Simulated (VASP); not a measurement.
A run of VASP 6.6.1 is set up as follows.

Contents of INCAR:

```
  PREC = Accurate
  ENCUT = 520
  EDIFF = 1E-6
  ISMEAR = 0
  SIGMA = 0.05
  LREAL = False
  LASPH = True
  NELM = 80
  ALGO = Normal
  ISIF = 2
  LWAVE = False
  LCHARG = True
  LELF = True
  LVHAR = True
  NBANDS = 46
```

File KPOINTS:

```
regular mesh
0
Gamma
  8 6 6
```

The input POSCAR:

```
GaN
1.0
   -3.1515767111      0.0000000000      0.0000000000
    0.0000000000      0.0000000000     -5.1382481593
    0.0000000000     -5.4586909876      0.0000000000
Ga N
4 4
Direct
    0.5000000000      0.0056125173      0.1718830841
    0.0000000000      0.0014826463      0.6614452976
    0.0000000000      0.5014826463      0.3385547024
    0.5000000000      0.5056125173      0.8281169159
    0.5000000000      0.6091722722      0.1674064876
    0.0000000000      0.6110887344      0.6658963936
    0.0000000000      0.1110887344      0.3341036064
    0.5000000000      0.1091722722      0.8325935124
```

Potentials or basis: VASP PAW LDA potentials, release 64 (Ga_d, N).

Run with:

```sh
$ cat potpaw_LDA.64/Ga_d/POTCAR potpaw_LDA.64/N/POTCAR > POTCAR
$ mpirun -np 1 vasp_std > vasp.out
```

(1) Predict the pressure.

(2) Predict the largest force.

(3) Estimate the band gap on the k mesh.

Answers

(1) 2.3 GPa.

(2) 1.349 eV/Å.

(3) 2.05 eV.

Caveat: the cell differs from its parent crystal (atoms displaced along a vibrational mode); forces of over 1 eV/Å act on the atoms, so gaps and moduli don't describe the material at rest.
